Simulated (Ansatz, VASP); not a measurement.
Si3C2: VASP beside Ansatz

INCAR

```
PREC = Accurate ; ENCUT = 520
EDIFF = 1E-7 ; ISMEAR = 0
SIGMA = 0.1 ; LREAL = F
LASPH = T ; NELM = 150
ALGO = Normal ; ISIF = 2
LWAVE = F ; LCHARG = T
ISPIN = 2 ; MAGMOM = 0 0 0 0 0 0 1 1 1 1
LORBIT = 11 ; GGA = PE
LELF = T ; LVHAR = T
NBANDS = 35
```

File KPOINTS:

```
Automatic mesh
0
Gamma
  6 6 2
```

POSCAR

```
Si3C2
1.0
    2.8996141298      0.0000000000      0.0000000000
   -1.4498070649      2.5111394976      0.0000000000
    0.0000000000      0.0000000000     14.3678137896
Si C
6 4
Direct
    0.6666666667      0.3333333333      0.0784295846
    0.6666666667      0.3333333333      0.2500000000
    0.6666666667      0.3333333333      0.4215704154
    0.3333333333      0.6666666667      0.7500000000
    0.3333333333      0.6666666667      0.9215704154
    0.3333333333      0.6666666667      0.5784295846
    0.6666666667      0.3333333333      0.8498239545
    0.6666666667      0.3333333333      0.6501760455
    0.3333333333      0.6666666667      0.1501760455
    0.3333333333      0.6666666667      0.3498239545
```

Input for Ansatz:

```yaml
crystal:
  lattice:
    - [2.8996141298, 0.0, 0.0]
    - [-1.4498070649, 2.5111394976, 0.0]
    - [0.0, 0.0, 14.3678137896]
  atoms:
    - { symbol: Si, position: [0.6666666667, 0.3333333333, 0.0784295846] }
    - { symbol: Si, position: [0.6666666667, 0.3333333333, 0.25] }
    - { symbol: Si, position: [0.6666666667, 0.3333333333, 0.4215704154] }
    - { symbol: Si, position: [0.3333333333, 0.6666666667, 0.75] }
    - { symbol: Si, position: [0.3333333333, 0.6666666667, 0.9215704154] }
    - { symbol: Si, position: [0.3333333333, 0.6666666667, 0.5784295846] }
    - { symbol: C, position: [0.6666666667, 0.3333333333, 0.8498239545], spin: 1.0 }
    - { symbol: C, position: [0.6666666667, 0.3333333333, 0.6501760455], spin: 1.0 }
    - { symbol: C, position: [0.3333333333, 0.6666666667, 0.1501760455], spin: 1.0 }
    - { symbol: C, position: [0.3333333333, 0.6666666667, 0.3498239545], spin: 1.0 }
basis:
  ecutwfc: 420
kpoints:
  mp_grid: { grid: [6, 6, 2] }
hamiltonian:
  xc: pbe
scf:
  occupations: { method: gaussian, width: 0.1 }
  lower_state_search: "off"
output:
  forces: true
  stress: true
  eigenvalues: true
  populations: true
magnetization:
  spin_polarized: true
```

Alike in both runs: task single point; functional PBE; k mesh 6 × 6 × 2; occupations gaussian, width 0.1 eV; collinear spin.

```csv
,VASP,Ansatz
version,VASP 6.6.1,Ansatz 0.2.0
potentials or method,"VASP PAW PBE potentials, release 64 (Si, C), cutoff 520 eV","scalar-relativistic, plane waves, PAW"
valence electrons in the cell,40,40
```

|  | VASP | Ansatz | Ansatz less VASP |
| --- | --- | --- | --- |
| gap on the k mesh at the Fermi level (eV) | none | none | - |
| pressure (GPa) | -0.1 | -0.1 | -0.04 |
| traceless stress, the component that is largest in VASP (GPa) | -0.37 | -0.12 | +0.251 |
| rms of the force components (eV/Å) | 0.007 | 0.006 | -0.0009 |
| net moment per atom (μB) | 0.00 | 0.00 | 0.000 |

Atom by atom the forces differ by 0.005 eV/Å (rms over components). A gap of «none» marks a metal or a gap that the smearing closes. Ansatz's warnings: seeded moment not kept.

The k mesh is coarse, so the values compare programs but aren't converged.
